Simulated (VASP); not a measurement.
Input of a VASP 6.6.1 run:

Contents of INCAR:

```
SYSTEM = Al
  PREC = Accurate
  ENCUT = 600
  EDIFF = 1E-6
  ISMEAR = 0
  SIGMA = 0.1
  LREAL = .False.
  LASPH = .True.
  NELM = 80
  ALGO = Fast
  ISIF = 3
  LWAVE = .False.
  LCHARG = .False.
  GGA = PS
  IBRION = 2
  NSW = 100
  EDIFFG = -0.01
```

Contents of KPOINTS:

```
regular mesh
0
Gamma
  28 28 28
  0 0 0
```

POSCAR

```
Al
1.0
   -1.3887368910      1.4480634882      2.0119394454
    1.3887368910     -1.4480634882      2.0119394454
    1.3887368910      1.4480634882     -2.0119394454
Al
1
Direct
    0.5000000000      0.0000000000      0.5000000000
```

Potentials or basis: VASP PAW PBE potentials, release 64 (Al).

Launch:

```bash
$ cat potpaw_PBE.64/Al/POTCAR > POTCAR
$ mpirun -np 1 vasp_std > vasp.out
```

Q: Predict the relaxed volume.

A: 16.19 Å³/atom.

Q: Estimate the relaxed cell.

A: a = 2.840 Å, b = 2.840 Å, c = 2.840 Å, α = 120.04°, β = 120.04°, γ = 89.93°.

Q: Predict the space group after relaxing (to 0.05 Å).

A: Fm-3m (No. 225).

Step by step:
```tsv
step	energy change (eV)	largest force (eV/Å)	pressure (GPa)	volume (Å³)
1	0.0000	0.0000	0.16	16.18
2	-0.0018	0.0000	-0.11	16.22
3	-0.0028	0.0000	-0.47	16.28
4	-0.0028	0.0000	-0.45	16.28
5	-0.0029	0.0000	0.24	16.14
6	-0.0029	0.0000	0.00	16.19
```

Caveat: the PAW data sets were made with another functional, which shifts forces and pressure a little.
